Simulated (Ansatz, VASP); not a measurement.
SiC, level by level in two programs

```
Si C
1.0
     3.13573    0.00000    0.00000
    -1.56786    2.71562    0.00000
     0.00000    0.00000   15.36963
Si C
6 6
Direct
  0.66667 0.33333 0.45830
  0.33333 0.66667 0.95830
  0.66667 0.33333 0.79170
  0.33333 0.66667 0.29170
  0.00000 0.00000 0.62500
  0.00000 0.00000 0.12500
  0.66667 0.33333 0.33330
  0.33333 0.66667 0.83330
  0.66667 0.33333 0.66670
  0.33333 0.66667 0.16670
  0.00000 0.00000 0.50000
  0.00000 0.00000 0.00000
```

Single points on this cell with VASP 6.6.1 and Ansatz 0.2.0. Each row is one pair of runs. Alike in all rows: spin: off; k mesh: 10 × 10 × 2; smearing: fermi-dirac, width 0.05 eV; VASP's potentials, cutoff: VASP PAW PBE potentials, release 64 (Si, C), 520 eV; Ansatz's potentials, cutoff: Ansatz PAW, 420 eV.

| level | gap on the k mesh at the Fermi level (eV), VASP | gap on the k mesh at the Fermi level (eV), Ansatz | least direct gap on the mesh (eV), VASP | least direct gap on the mesh (eV), Ansatz | pressure (GPa), VASP | pressure (GPa), Ansatz |
| --- | --- | --- | --- | --- | --- | --- |
| PBE exchange alone | 2.34 | 2.33 | 3.41 | 3.40 | 8.4 | 8.1 |
| PBE+D4 | 2.03 | 2.03 | 3.11 | 3.11 | -11.3 | -11.3 |
| revPBE+D4 | 2.04 | 2.04 | 3.12 | 3.13 | -13.5 | -13.2 |

Gap on the k mesh at the fermi level (eV): the two programs differ by at most 0.006; least direct gap on the mesh (eV): the two programs differ by at most 0.01; pressure (GPa): the two programs differ by at most 0.34.
